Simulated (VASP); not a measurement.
# ZnCu4 (Cu (100), 5 layers) in VASP: notebook

Runs on ZnCu4 (Cu (100), 5 layers). Level: PBEsol. Tasks: single point.

All numbers are computed with VASP 6.6.1; they aren't measurements. Logs are shortened: lines on timing, memory, paths and dates and some standing lists are left out, and cuts for length are marked.

## (1) The cell of the first run

The cell holds a slab with vacuum, 5 atoms: a = 2.519 Å, b = 2.519 Å, c = 23.126 Å, α = 90.00°, β = 90.00°, γ = 90.00°.

## (2) Single point, PBEsol

Contents of INCAR:

```
SYSTEM = ZnCu4
PREC = Accurate ; ENCUT = 520
EDIFF = 1E-6 ; ISMEAR = -1
SIGMA = 0.05 ; LREAL = .False.
LASPH = .True. ; NELM = 60
ALGO = Normal ; ISIF = 2
LWAVE = .False. ; LCHARG = .False.
LDIPOL = .True. ; IDIPOL = 3
DIPOL = 0.5 0.5 0.500 ; GGA = PS
NBANDS = 36
```

Contents of KPOINTS:

```
Automatic mesh
0
Gamma
  14 14 1
  0 0 0
```

Contents of POSCAR:

```
ZnCu4
1.0
    2.5192775978      0.0000000000      0.0000000000
    0.0000000000      2.5192775978      0.0000000000
    0.0000000000      0.0000000000     23.1256000000
Cu Zn
4 1
Direct
    0.0000000000      0.0000000000      0.3480514485
    0.5000000000      0.5000000000      0.4226331525
    0.5000000000      0.5000000000      0.5773668408
    0.0000000000      0.0000000000      0.6519485028
    0.0000000000      0.0000000000      0.5000000554
```

Potentials or basis: VASP PAW PBE potentials, release 64 (Cu, Zn).

Run with:

```bash
cat potpaw_PBE.64/Cu/POTCAR potpaw_PBE.64/Zn/POTCAR > POTCAR
mpirun -np 1 vasp_std > vasp.out
```

OUTCAR:

```text
SYSTEM = ZnCu4
   PREC = Accurate
   ENCUT = 520
   EDIFF = 1E-6
   ISMEAR = -1
   LREAL = .False.
   LASPH = .True.
   NELM = 60
   ISIF = 2
   GGA = PS

 ion  position               nearest neighbor table
   1  0.000  0.000  0.348-   2 2.48   2 2.48   2 2.48   2 2.48
   2  0.500  0.500  0.423-   1 2.48   1 2.48   1 2.48   1 2.48   5 2.52   5 2.52   5 2.52   5 2.52

   3  0.500  0.500  0.577-   4 2.48   4 2.48   4 2.48   4 2.48   5 2.52   5 2.52   5 2.52   5 2.52

   4  0.000  0.000  0.652-   3 2.48   3 2.48   3 2.48   3 2.48
   5  0.000  0.000  0.500-   3 2.52   3 2.52   3 2.52   3 2.52   2 2.52   2 2.52   2 2.52   2 2.52

  LATTYP: Found a simple tetragonal cell.
 ALAT       =     2.5192775978
 C/A-ratio  =     9.1794568491

  Lattice vectors:

 A1 = (   2.5192775978,   0.0000000000,   0.0000000000)
 A2 = (   0.0000000000,   2.5192775978,   0.0000000000)
 A3 = (   0.0000000000,   0.0000000000,  23.1256000000)

Analysis of symmetry for initial positions (statically):
=====================================================================
 Subroutine PRICEL returns:
 Original cell was already a primitive cell.

 Routine SETGRP: Setting up the symmetry group for a
 simple tetragonal supercell.

 Subroutine GETGRP returns: Found 16 space group operations
 (whereof 16 operations were pure point group operations)
 out of a pool of 16 trial point group operations.

The static configuration has the point symmetry D_4h.

Analysis of symmetry for dynamics (positions and initial velocities):
=====================================================================
 Subroutine PRICEL returns:
 Original cell was already a primitive cell.

 Routine SETGRP: Setting up the symmetry group for a
 simple tetragonal supercell.

 Subroutine GETGRP returns: Found 16 space group operations
 (whereof 16 operations were pure point group operations)
 out of a pool of 16 trial point group operations.

The dynamic configuration has the point symmetry D_4h.

 Subroutine INISYM returns: Found 16 space group operations
 (whereof 16 operations are pure point group operations),
 and found     1 'primitive' translations

----------------------------------------------------------------------------------------

                                     Primitive cell

  volume of cell :     146.7726

  direct lattice vectors                    reciprocal lattice vectors
     2.519277598  0.000000000  0.000000000     0.396939186  0.000000000  0.000000000
     0.000000000  2.519277598  0.000000000     0.000000000  0.396939186  0.000000000
     0.000000000  0.000000000 23.125600000     0.000000000  0.000000000  0.043242121

  length of vectors
     2.519277598  2.519277598 23.125600000     0.396939186  0.396939186  0.043242121

  position of ions in fractional coordinates (direct lattice)
     0.000000000  0.000000000  0.348051449
     0.500000000  0.500000000  0.422633152
     0.500000000  0.500000000  0.577366841
     0.000000000  0.000000000  0.651948503
     0.000000000  0.000000000  0.500000055

  ion indices of the primitive-cell ions
   primitive index   ion index
                 1           1
                 2           2
                 3           3
                 4           4
                 5           5

----------------------------------------------------------------------------------------

 KPOINTS: Automatic mesh

Automatic generation of k-mesh.
 Grid dimensions read from file:
 generate k-points for:   14   14    1

 Generating k-lattice:

  Cartesian coordinates                     Fractional coordinates (reciprocal lattice)
     0.028352799  0.000000000  0.000000000     0.071428571  0.000000000  0.000000000
     0.000000000  0.028352799  0.000000000     0.000000000  0.071428571  0.000000000
     0.000000000  0.000000000  0.043242121     0.000000000  0.000000000  1.000000000

  Length of vectors
     0.028352799  0.028352799  0.043242121

  Shift w.r.t. Gamma in fractional coordinates (k-lattice)
     0.000000000  0.000000000  0.000000000

 Subroutine IBZKPT returns following result:
 ===========================================

 Found     36 irreducible k-points:

 Following reciprocal coordinates:
            Coordinates               Weight
  0.000000  0.000000  0.000000      1.000000
  0.071429  0.000000  0.000000      4.000000
  0.142857  0.000000  0.000000      4.000000
  0.214286  0.000000  0.000000      4.000000
  0.285714  0.000000  0.000000      4.000000
  0.357143  0.000000  0.000000      4.000000
[... 16 lines left out ...]
  0.285714  0.214286  0.000000      8.000000
  0.357143  0.214286  0.000000      8.000000
 [... further k-points ...]
   k-points           NKPTS =     36   k-points in BZ     NKDIM =     36   number of bands    NBANDS=     36
   number of dos      NEDOS =    301   number of ions     NIONS =      5
   total plane-waves  NPLWV =  72000
   dimension x,y,z NGX =    20 NGY =   20 NGZ =  180
   dimension x,y,z NGXF=    40 NGYF=   40 NGZF=  360
   ions per type =               4   1
   NGX,Y,Z   is equivalent  to a cutoff of  13.20, 13.20, 12.94 a.u.
   NGXF,Y,Z  is equivalent  to a cutoff of  26.40, 26.40, 25.88 a.u.
 SYSTEM =  ZnCu4
   PREC   = accura    normal or accurate (medium, high low for compatibility)
   ISTART =      0    job   : 0-new  1-cont  2-samecut
   ICHARG =      2    charge: 1-file 2-atom 10-const
   ISPIN  =      1    spin polarized calculation?
   LNONCOLLINEAR =      F non collinear calculations
   LSORBIT =      F    spin-orbit coupling
   LASPH  =      T    aspherical Exc in radial PAW
   ENCUT  =  520.0 eV  38.22 Ry    6.18 a.u.   4.68  4.68 43.00*2*pi/ulx,y,z
   NELM   =     60;   NELMIN=  2; NELMDL= -5     # of ELM steps
   EDIFF  = 0.1E-05   stopping-criterion for ELM
   LREAL  =      F    real-space projection
   EDIFFG = 0.1E-04   stopping-criterion for IOM
   NSW    =      0    number of steps for IOM
   IBRION =     -1    ionic relax: 0-MD 1-quasi-New 2-CG
   NFREE  =      0    steps in history (QN), initial steepest desc. (CG)
   ISIF   =      2    stress and relaxation
   ISYM   =      2    0-nonsym 1-usesym 2-fastsym
   POTIM  = 0.5000    time-step for ionic-motion
   TEBEG  =    0.0;   TEEND  =   0.0 temperature during run
   PSTRESS=    0.0 pullay stress
   NELECT =      56.0000    total number of electrons
   NUPDOWN=      -1.0000    fix difference up-down
   EMIN   =  10.00;   EMAX   =-10.00  energy-range for DOS
[... 5 lines left out ...]
     AMIX     =   0.40;   BMIX     =  1.00
     AMIX_MAG =   1.60;   BMIX_MAG =  1.00
  volume/ion in A,a.u.               =      29.35       198.09
  Fermi-wavevector in a.u.,A,eV,Ry     =   1.187378  2.243820 19.182412  1.409868
  Thomas-Fermi vector in A             =   2.323531
   LORBIT       =      0    0 simple, 1 ext, 2 COOP (PROOUT), +10 PAW based schemes
   GGA     = PS    functional components
   LHFCALC =     F    Hartree Fock is set to
   AEXX    =    0.0000 exact exchange contribution
   IVDW    =     0    specifies the selected vdW correction
   LEPSILON=     F    determine dielectric tensor
   LRPA    =     F    only Hartree local field effects (RPA)
 non-spin polarized calculation
  energy-cutoff  :      520.00
  volume of cell :      146.77
 maximum number of plane-waves:      4003
 NGX is ok and might be reduce to    20
   NGX =  9   NGY =  9   NGZ = 85

 dipolmoment           0.000000      0.000000      0.000000 electrons x Angstroem

 number of electron      56.0000005 magnetization

 dipolmoment           0.000000      0.000000     -0.000000 electrons x Angstroem

 Free energy of the ion-electron system (eV)
  ---------------------------------------------------
  ext. energy  EPLUGINS =         0.00000000
  ---------------------------------------------------
  free energy    TOTEN  =       -17.49730095 eV

  energy without entropy =      -17.48310019  energy(sigma->0) =      -17.49020057

 E-fermi :   0.1033     XC(G=0):  -5.8945

 val. band max:        0.0966236308   @ k =   0.4286   0.0000   0.0000
 cond. band min:       0.1041883772   @ k =   0.3571   0.0000   0.0000
 fundamental gap:      0.0075647465
 Fermi energy:         0.1033250239

 k-point     1 :       0.0000    0.0000    0.0000
  band No.  band energies     occupation
      1     -10.6694      2.00000
      2      -8.5261      2.00000
      3      -8.4641      2.00000
      4      -8.4078      2.00000
      5      -7.3475      2.00000
      6      -7.3475      2.00000
[... 28 lines left out ...]
     35       6.9615      0.00000
     36       7.6371      0.00000

 k-point     2 :       0.0714    0.0000    0.0000
  band No.  band energies     occupation
      1     -10.5444      2.00000
      2      -8.4988      2.00000
      3      -8.3753      2.00000
      4      -8.3578      2.00000
      5      -7.3573      2.00000
      6      -7.3436      2.00000
[... 28 lines left out ...]
     35       7.0827      0.00000
     36       7.7339      0.00000

 k-point     3 :       0.1429    0.0000    0.0000
  band No.  band energies     occupation
      1     -10.1781      2.00000
      2      -8.4285      2.00000
      3      -8.2110      2.00000
      4      -8.1810      2.00000
      5      -7.3326      2.00000
      6      -7.3041      2.00000
[... 28 lines left out ...]
     35       7.4457      0.00000
     36       8.0155      0.00000
[... 742 lines left out ...]
 k-point    23 :       0.2857    0.2143    0.0000
  band No.  band energies     occupation
      1      -8.2565      2.00000
      2      -8.0256      2.00000
      3      -7.8465      2.00000
      4      -7.7516      2.00000
      5      -7.6807      2.00000
      6      -7.0777      2.00000
[... 28 lines left out ...]
     35       7.8931      0.00000
     36       8.2437      0.00000

 k-point    24 :       0.3571    0.2143    0.0000
  band No.  band energies     occupation
      1      -8.1426      2.00000
      2      -8.1336      2.00000
      3      -7.7945      2.00000
      4      -7.6617      2.00000
      5      -7.6432      2.00000
      6      -6.3031      2.00000
[... 28 lines left out ...]
     35       8.3889      0.00000
     36       8.5968      0.00000

 [... further k-points ...]

------------------------ aborting loop because EDIFF is reached ----------------------------------------

 vacuum level on the upper side and lower side of the slab       (xc-potential included)        -0.134        -0.133

  FORCE on cell =-STRESS in cart. coord.  units (eV):
  Direction    XX          YY          ZZ          XY          YZ          ZX
  --------------------------------------------------------------------------------------
  -------------------------------------------------------------------------------------
  Total        1.1176371      1.1176371      2.0201053      0.0000000     -0.0000000      0.0000000
  in kB       12.2001822     12.2001822     22.0515709      0.0000000     -0.0000000      0.0000000
  external PRESSURE =      15.4839784 kB  Pullay stress =       0.0000000 kB

 VOLUME and BASIS-vectors are now :
 -----------------------------------------------------------------------------
  energy-cutoff  :      520.00
  volume of cell :      146.77
      direct lattice vectors                 reciprocal lattice vectors
     2.519277598  0.000000000  0.000000000     0.396939186  0.000000000  0.000000000
     0.000000000  2.519277598  0.000000000     0.000000000  0.396939186  0.000000000
     0.000000000  0.000000000 23.125600000     0.000000000  0.000000000  0.043242121

 POSITION                                       TOTAL-FORCE (eV/Angst)
 -----------------------------------------------------------------------------------
      0.00000      0.00000      8.04890         0.000000      0.000000     -0.126092
      1.25964      1.25964      9.77365        -0.000000     -0.000000     -0.319287
      1.25964      1.25964     13.35195         0.000000     -0.000000      0.319287
      0.00000      0.00000     15.07670        -0.000000      0.000000      0.126092
      0.00000      0.00000     11.56280        -0.000000     -0.000000      0.000000
 -----------------------------------------------------------------------------------
    total drift:                               -0.000000      0.000000     -0.000067

  FREE ENERGIE OF THE ION-ELECTRON SYSTEM (eV)
  ---------------------------------------------------
  free  energy   TOTEN  =       -17.4973009522 eV

  energy  without entropy=      -17.4831001899  energy(sigma->0) =      -17.49020057

 vacuum level on the upper side and lower side of the slab         4.605         4.604
```

It took 4.4 min on 1 thread of Intel Xeon Platinum 8488C (Sapphire Rapids), shared host; peak memory 0.35 GiB.

What came out:

```
Free energy            : -17.4973 eV
Largest force          : 0.319 eV/Å
Band gap on the k mesh : zero (band 28 reaches 3.48 eV, above the bottom of band 29 at -1.56 eV)
```

Forces in eV/Å, atoms in the order of the input:
```
Cu   0.000  0.000 -0.126
Cu   0.000  0.000 -0.319
Cu   0.000  0.000  0.319
Cu   0.000  0.000  0.126
Zn   0.000  0.000  0.000
```

Caveat: the PAW data sets were made with another functional, which shifts forces and pressure a little.

## (3) Single point, PBEsol

Contents of INCAR:

```
PREC = Accurate
ENCUT = 520
EDIFF = 1E-6
ISMEAR = -1
SIGMA = 0.05
LREAL = F
LASPH = T
NELM = 100
ALGO = Normal
ISIF = 2
LWAVE = F
LCHARG = T
LDIPOL = T
IDIPOL = 3
DIPOL = 0.5 0.5 0.500
GGA = PS
LELF = T
LVHAR = T
LVACPOTAV = T
NBANDS = 36
```

Contents of KPOINTS:

```
regular mesh
0
Gamma
  14 14 1
```

POSCAR is that of step 2.

Potentials or basis: VASP PAW PBE potentials, release 64 (Cu, Zn).

Run with:

```bash
cat potpaw_PBE.64/Cu/POTCAR potpaw_PBE.64/Zn/POTCAR > POTCAR
mpirun -np 1 vasp_std > vasp.out
```

OUTCAR:

```text
PREC = Accurate
   ENCUT = 520
   EDIFF = 1E-6
   ISMEAR = -1
   LREAL = F
   LASPH = T
   NELM = 100
   ISIF = 2
   GGA = PS

 ion  position               nearest neighbor table
   1  0.000  0.000  0.348-   2 2.48   2 2.48   2 2.48   2 2.48
   2  0.500  0.500  0.423-   1 2.48   1 2.48   1 2.48   1 2.48   5 2.52   5 2.52   5 2.52   5 2.52

   3  0.500  0.500  0.577-   4 2.48   4 2.48   4 2.48   4 2.48   5 2.52   5 2.52   5 2.52   5 2.52

   4  0.000  0.000  0.652-   3 2.48   3 2.48   3 2.48   3 2.48
   5  0.000  0.000  0.500-   3 2.52   3 2.52   3 2.52   3 2.52   2 2.52   2 2.52   2 2.52   2 2.52

[... 1145 lines left out ...]
  Total        1.1176371      1.1176371      2.0201053      0.0000000     -0.0000000      0.0000000
  in kB       12.2001822     12.2001822     22.0515709      0.0000000     -0.0000000      0.0000000
  external PRESSURE =      15.4839784 kB  Pullay stress =       0.0000000 kB

 VOLUME and BASIS-vectors are now :
 -----------------------------------------------------------------------------
  energy-cutoff  :      520.00
  volume of cell :      146.77
      direct lattice vectors                 reciprocal lattice vectors
     2.519277598  0.000000000  0.000000000     0.396939186  0.000000000  0.000000000
     0.000000000  2.519277598  0.000000000     0.000000000  0.396939186  0.000000000
     0.000000000  0.000000000 23.125600000     0.000000000  0.000000000  0.043242121

 POSITION                                       TOTAL-FORCE (eV/Angst)
 -----------------------------------------------------------------------------------
      0.00000      0.00000      8.04890         0.000000      0.000000     -0.126092
      1.25964      1.25964      9.77365        -0.000000     -0.000000     -0.319287
      1.25964      1.25964     13.35195         0.000000     -0.000000      0.319287
      0.00000      0.00000     15.07670        -0.000000      0.000000      0.126092
      0.00000      0.00000     11.56280        -0.000000     -0.000000      0.000000
 -----------------------------------------------------------------------------------
    total drift:                               -0.000000      0.000000     -0.000067

  FREE ENERGIE OF THE ION-ELECTRON SYSTEM (eV)
  ---------------------------------------------------
  free  energy   TOTEN  =       -17.4973009522 eV

  energy  without entropy=      -17.4831001899  energy(sigma->0) =      -17.49020057

 vacuum level on the upper side and lower side of the slab         4.697         4.697
```

stdout:

```text
POSCAR found type information on POSCAR CuZn
 POSCAR found :  2 types and       5 ions
 scaLAPACK will be used
 -----------------------------------------------------------------------------
[... 23 lines left out ...]
|     Did not find any points to average over, which means that no vacuum     |
|     field-free region was found. Please increase the size of  your cell     |
|     in the dimension of the dipole correction to obtain accurate            |
|     workfunction values.                                                    |
|                                                                             |
 -----------------------------------------------------------------------------
```

Wall time 4.3 min (1 thread of Intel Xeon Platinum 8488C (Sapphire Rapids), shared host); peak memory 0.35 GiB.

Results:

- Free energy: -17.4973 eV
- Largest force: 0.319 eV/Å
- Band gap on the k mesh: zero (band 28 reaches 3.48 eV, above the bottom of band 29 at -1.56 eV)

Forces on the atoms (eV/Å):
```
Cu   0.000  0.000 -0.126
Cu   0.000  0.000 -0.319
Cu   0.000  0.000  0.319
Cu   0.000  0.000  0.126
Zn   0.000  0.000  0.000
```

Caveat: the PAW data sets were made with another functional, which shifts forces and pressure a little.
